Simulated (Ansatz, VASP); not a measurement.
One calculation of Al7Cu, two programs

Contents of INCAR:

```
ALGO = Normal
EDIFF = 1E-7
ENCUT = 520
GGA = PE
ISIF = 2
ISMEAR = 0
LASPH = T
LCHARG = F
LREAL = F
LWAVE = F
NBANDS = 26
NELM = 60
PREC = Accurate
SIGMA = 0.1
```

File KPOINTS:

```
k-points
0
Gamma
  8 8 8
```

The input POSCAR:

```
Al7Cu
1.0
    0.0000000000      4.1082307872      4.1082307872
    4.1082307872      0.0000000000      4.1082307872
    4.1082307872      4.1082307872      0.0000000000
Al Cu
7 1
Direct
    0.5000000000      0.0000000000      0.0000000000
    0.0000000000      0.5000000000      0.5000000000
    0.0000000000      0.5000000000      0.0000000000
    0.5000000000      0.0000000000      0.5000000000
    0.0000000000      0.0000000000      0.5000000000
    0.5000000000      0.5000000000      0.0000000000
    0.0000000000      0.0000000000      0.0000000000
    0.5000000000      0.5000000000      0.5000000000
```

Input for Ansatz:

```yaml
crystal:
  lattice:
    - [0.0, 4.1082307872, 4.1082307872]
    - [4.1082307872, 0.0, 4.1082307872]
    - [4.1082307872, 4.1082307872, 0.0]
  atoms:
    - { symbol: Al, position: [0.5, 0.0, 0.0] }
    - { symbol: Al, position: [0.0, 0.5, 0.5] }
    - { symbol: Al, position: [0.0, 0.5, 0.0] }
    - { symbol: Al, position: [0.5, 0.0, 0.5] }
    - { symbol: Al, position: [0.0, 0.0, 0.5] }
    - { symbol: Al, position: [0.5, 0.5, 0.0] }
    - { symbol: Al, position: [0.0, 0.0, 0.0] }
    - { symbol: Cu, position: [0.5, 0.5, 0.5] }
basis:
  ecutwfc: 420
kpoints:
  mp_grid: { grid: [8, 8, 8] }
hamiltonian:
  xc: pbe
scf:
  occupations: { method: gaussian, width: 0.1 }
output:
  forces: true
  stress: true
  eigenvalues: true
```

Alike in both runs: task single point; functional PBE; k mesh 8 × 8 × 8; occupations gaussian, width 0.1 eV; no spin polarisation.

|  | VASP | Ansatz |
| --- | --- | --- |
| version | VASP 6.6.1 | Ansatz 0.2.0 |
| potentials or method | VASP PAW PBE potentials, release 64 (Al, Cu), cutoff 520 eV | scalar-relativistic, plane waves, PAW |
| valence electrons in the cell | 32 | 40 |

```tsv
	VASP	Ansatz	Ansatz less VASP
gap on the k mesh at the Fermi level (eV)	none	none	-
pressure (GPa)	-6.5	-6.6	-0.05
```

A gap of «none» marks a metal or a gap that the smearing closes. VASP's potentials hold 32 valence electrons a cell and Ansatz's 40, so a difference there can come from the potentials and not from the codes.
